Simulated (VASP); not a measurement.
Here is a VASP 6.6.1 calculation.

File INCAR:

```
PREC = Accurate ; ENCUT = 520
EDIFF = 1E-6 ; ISMEAR = -1
SIGMA = 0.1 ; LREAL = False
LASPH = True ; NELM = 80
ALGO = Normal ; ISIF = 2
LWAVE = False ; LCHARG = False
GGA = PS ; NBANDS = 21
```

Contents of KPOINTS:

```
regular mesh
0
Gamma
  6 6 4
```

File POSCAR:

```
TiH
1.0
    2.9474900000      0.0000000000      0.0000000000
    0.0000000000      2.9474900000      0.0000000000
    0.0000000000      0.0000000000      4.5681400000
Ti H
2 2
Direct
    0.5000000000      0.0000000000      0.5000000000
    0.0000000000      0.5000000000      0.0000000000
    0.0000000000      0.0000000000      0.2500000000
    0.0000000000      0.0000000000      0.7500000000
```

Potentials or basis: VASP PAW PBE potentials, release 64 (Ti_sv, H).

The run is started by

```sh
$ cat potpaw_PBE.64/Ti_sv/POTCAR potpaw_PBE.64/H/POTCAR > POTCAR
$ mpirun -np 1 vasp_std > vasp.out
```

(1) Estimate the pressure.

(2) What does it give for the band gap on the k mesh?

Answers

(1) -3.1 GPa.

(2) zero (band 13 reaches 7.70 eV, above the bottom of band 14 at 6.95 eV).

Caveat: the PAW data sets were made with another functional, which shifts forces and pressure a little.
